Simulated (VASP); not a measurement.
Set up this calculation in VASP 6.6.1, as the native input.

* Task: single point
* Functional: PBE
* Potentials or basis: VASP PAW PBE potentials, release 64 (Mn_pv, Si)
* Cutoff: 520 eV
* k mesh: 4 × 4 × 4
* Occupations: gaussian, width 0.05 eV
* Spin: collinear spin, ferromagnetic start
* Starting moments: [3.5, 3.5, 3.5, 3.5, 0.0, 0.0, 0.0, 0.0] μB
* Dipole correction: no
* Further INCAR settings: ALGO = Normal; EDIFF = 1e-06; NBANDS = 48

The structure of MnSi lies in POSCAR:

```
MnSi
1.0
    4.5176865347      0.0000000000      0.0000000000
    0.0000000000      4.5176865347      0.0000000000
    0.0000000000      0.0000000000      4.5176865347
Mn Si
4 4
Direct
    0.1364919281      0.1364919281      0.1364919281
    0.3635080719      0.8635080719      0.6364919281
    0.6364919281      0.3635080719      0.8635080719
    0.8635080719      0.6364919281      0.3635080719
    0.8453897748      0.8453897748      0.8453897748
    0.6546102252      0.1546102252      0.3453897748
    0.3453897748      0.6546102252      0.1546102252
    0.1546102252      0.3453897748      0.6546102252
```

One way to write it, as run:

INCAR

```
SYSTEM = MnSi
PREC = Accurate ; ENCUT = 520
EDIFF = 1E-6 ; ISMEAR = 0
SIGMA = 0.05 ; LREAL = .FALSE.
LASPH = .TRUE. ; NELM = 150
ALGO = Normal ; ISIF = 2
LWAVE = .FALSE. ; LCHARG = .TRUE.
ISPIN = 2 ; MAGMOM = 3.5 3.5 3.5 3.5 0 0 0 0
LORBIT = 11 ; LMAXMIX = 4
GGA = PE ; LELF = .TRUE.
LVHAR = .TRUE. ; NBANDS = 48
```

KPOINTS

```
regular mesh
0
G
  4 4 4
  0 0 0
```

Potentials or basis: VASP PAW PBE potentials, release 64 (Mn_pv, Si).

Command:

```console
$ cat potpaw_PBE.64/Mn_pv/POTCAR potpaw_PBE.64/Si/POTCAR > POTCAR
$ mpirun -np 1 vasp_std > vasp.out
```

It gave:

| Property | Result |
| --- | --- |
| Pressure | 0.0 GPa |
| Largest force | 0.014 eV/Å |
| Band gap on the k mesh | zero (filled and empty bands overlap) |
| Net moment | 4.00 μB per cell |
| Site moments | Mn +1.06; Si -0.05 μB |
| Valence electrons inside the program's atomic spheres | Mn 12.01; Si 1.65 |

Wall time 98 s on 1 thread of AMD EPYC 7R43 64-Core Processor (Zen 3), with other jobs on the host, peak memory 0.24 GiB.
